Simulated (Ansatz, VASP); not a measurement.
One calculation of CoO, two programs

```
Co O
1.0
     1.52803    0.88221    2.21219
    -1.52803    0.88221    2.21219
     0.00000   -1.76441    2.21219
Co O
1 1
Direct
  0.00000 0.00000 0.00000
  0.50000 0.50000 0.50000
```

Alike in both runs: functional PBEsol; k mesh 12 × 12 × 12; occupations gaussian, width 0.1 eV; collinear spin.

Ansatz relaxed the structure, and its values are those at the end. VASP's run is a single point on that final structure, the one shown.

```csv
,VASP,Ansatz
version,VASP 6.6.1,Ansatz 0.2.0
potentials or method,"VASP PAW PBE potentials, release 64 (Co, O), cutoff 520 eV","scalar-relativistic, plane waves, PAW"
valence electrons in the cell,15,23
```

|  | VASP | Ansatz | Ansatz less VASP |
| --- | --- | --- | --- |
| gap on the k mesh at the Fermi level (eV) | none | none | - |
| pressure (GPa) | -0.8 | 0.0 | +0.83 |
| net moment per atom (μB) | 1.33 | 1.35 | +0.022 |
| size of the moment on the site where the two differ most (μB) | 2.36 | 2.30 | -0.054 |

VASP's potentials were made for PBE, not for PBEsol. Site moments also hang on the region over which each program counts them. A gap of «none» marks a metal or a gap that the smearing closes. VASP's potentials hold 15 valence electrons a cell and Ansatz's 23, so a difference there can come from the potentials and not from the codes.
